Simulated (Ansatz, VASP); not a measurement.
**Two plane-wave programs on Bi2Te3**

```
Bi Te
1.0
     2.19300    1.26613   10.16567
    -2.19300    1.26613   10.16567
     0.00000   -2.53226   10.16567
Bi Te
2 3
Direct
  0.40000 0.40000 0.40000
  0.60000 0.60000 0.60000
  0.00000 0.00000 0.00000
  0.20950 0.20950 0.20950
  0.79050 0.79050 0.79050
```

Alike in both runs: task single point; functional PBE; k mesh 6 × 6 × 6; no spin polarisation.

|  | VASP | Ansatz |
| --- | --- | --- |
| version | VASP 6.6.1 | Ansatz 0.2.0 |
| potentials or method | VASP PAW PBE potentials, release 64 (Bi_d, Te), cutoff 500 eV | plane waves, PAW |
| occupations | gaussian, width 0.01 eV | fixed |
| valence electrons in the cell | 48 | 78 |

|  | VASP | Ansatz | Ansatz less VASP |
| --- | --- | --- | --- |
| gap on the k mesh at the Fermi level (eV) | 0.28 | 0.29 | +0.011 |

VASP's potentials hold 48 valence electrons a cell and Ansatz's 78, so a difference there can come from the potentials and not from the codes.

Neither program's run includes spin-orbit coupling.
